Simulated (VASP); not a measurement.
Input of a VASP 6.6.1 run:

Contents of POSCAR:

```
MnPt2
1.0
    2.8584044518      0.0000000000      0.0000000000
   -1.4292022259      2.4754508696      0.0000000000
    0.0000000000      0.0000000000      6.5325040000
Pt Mn
2 1
Direct
    0.6666666667      0.3333333333      0.3162060000
    0.3333333333      0.6666666667      0.6837940000
    0.0000000000      0.0000000000      0.0000000000
```

Contents of INCAR.step1:

```
SYSTEM = MnPt2
PREC = Accurate
ENCUT = 440
EDIFF = 1E-5
ISMEAR = -1
SIGMA = 0.05
LREAL = .FALSE.
LASPH = .TRUE.
NELM = 200
ALGO = Normal
ISIF = 2
LWAVE = .TRUE.
LCHARG = .FALSE.
ISPIN = 2
MAGMOM = 0 0 4
LORBIT = 11
LMAXMIX = 4
NBANDS = 28
GGA = PE
GGA_COMPAT = .FALSE.
KPAR = 4
```

File INCAR.step2:

```
SYSTEM = MnPt2
PREC = Accurate
ENCUT = 440
EDIFF = 1E-6
ISMEAR = -1
SIGMA = 0.05
LREAL = .FALSE.
LASPH = .TRUE.
NELM = 200
ALGO = Normal
ISIF = 2
LWAVE = .FALSE.
LCHARG = .FALSE.
ISPIN = 2
MAGMOM = 0 0 4
LORBIT = 11
LMAXMIX = 4
METAGGA = R2SCAN
LHFCALC = .TRUE.
AEXX = 0.5
LMIXTAU = .TRUE.
PRECFOCK = Normal
NBANDS = 28
ISTART = 1
GGA_COMPAT = .FALSE.
KPAR = 4
```

The input KPOINTS:

```
regular mesh
0
G
  6 6 2
  0 0 0
```

Potentials or basis: VASP PAW PBE potentials, release 64 (Pt, Mn_pv).

Launch:

```sh
$ cat potpaw_PBE.64/Pt/POTCAR potpaw_PBE.64/Mn_pv/POTCAR > POTCAR
$ cp INCAR.step1 INCAR
$ mpirun -np 4 vasp_std > vasp.out
$ cp INCAR.step2 INCAR
$ mpirun -np 4 vasp_std > vasp.out
```

Task: What does it give for the largest force?

Result: 0.229 eV/Å.

Task: What does it give for the pressure?

Result: -3.9 GPa.

Task: What does it give for the net moment?

Result: 4.89 μB per cell.

Task: Predict the site moments.

Result: Pt +0.20; Mn +4.40 μB.

Forces on the atoms (eV/Å):
```
Pt   0.000  0.000  0.229
Pt   0.000  0.000 -0.229
Mn   0.000  0.000  0.000
```

Caveat: the k points lie up to 0.48 Å⁻¹ apart; the PAW data sets were made with another functional, which shifts forces and pressure a little.
